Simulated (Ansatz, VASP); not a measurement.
**Te5Pd in VASP and in Ansatz**

```
Te Pd
1.0
     5.83036    0.00000    0.00000
    -2.91518    5.04924    0.00000
     0.00000    0.00000    6.45050
Te Pd
5 1
Cartesian
  0.0000 3.3662 0.0000
  2.9152 1.6831 0.0000
  2.9152 0.0000 3.2253
  1.4576 2.5246 3.2253
  -1.4576 2.5246 3.2253
  0.0000 0.0000 0.0000
```

Change from the starting cell: species swapped into the LaCo5 type (P6/mmm, No. 191).

Alike in both runs: functional PBE; k mesh 6 × 6 × 8; occupations gaussian, width 0.1 eV; no spin polarisation.

Ansatz relaxed the structure, and its values are those at the end. VASP's run is a single point on that final structure, the one shown.

|  | VASP | Ansatz |
| --- | --- | --- |
| version | VASP 6.6.1 | Ansatz 0.2.0 |
| potentials or method | VASP PAW PBE potentials, release 64 (Te, Pd), cutoff 520 eV | scalar-relativistic, plane waves, PAW |
| valence electrons in the cell | 40 | 98 |

VASP gave:

* gap on the k mesh at the Fermi level (eV): none
* pressure (GPa): -0.1

Task: Which values does Ansatz return?

Result: gap on the k mesh at the Fermi level (eV): none; pressure (GPa): 0.0.

A gap of «none» marks a metal or a gap that the smearing closes. With one functional, cell and mesh, what is left measures potentials, basis and numerics. VASP's potentials hold 40 valence electrons a cell and Ansatz's 98, so a difference there can come from the potentials and not from the codes.

Neither program's run includes spin-orbit coupling.
